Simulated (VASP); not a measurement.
Runs of VASP 6.6.1 on N. The structure is that of space group P6_3/mmc (No. 194), or close to it. The cells are those of the table. 

```tsv
cell	gap on the mesh (eV)	pressure (GPa)
a = 2.553, b = 2.553, c = 2.478 Å, angles 90.0, 90.0, 120.0°, 2 atoms	none	-14.5
a = 2.450, b = 2.450, c = 2.379 Å, angles 90.0, 90.0, 120.0°, 2 atoms	none	(a)
a = 2.519, b = 2.519, c = 2.446 Å, angles 90.0, 90.0, 120.0°, 2 atoms	none	-7.1
a = 2.485, b = 2.485, c = 2.413 Å, angles 90.0, 90.0, 120.0°, 2 atoms	none	(b)
a = 2.585, b = 2.585, c = 2.510 Å, angles 90.0, 90.0, 120.0°, 2 atoms	none	-20.7
```

Alike in all rows: task single point; level LDA; potentials or basis VASP PAW LDA potentials, release 64 (N); no spin polarisation; k mesh 12 × 12 × 8; cutoff (eV) 520; smearing fermi-dirac 0.1 eV.

Problem. Estimate the missing entries.

Solution. (a) 12.8; (b) 1.9.

A gap of «none» marks levels without a gap at the run's occupations.
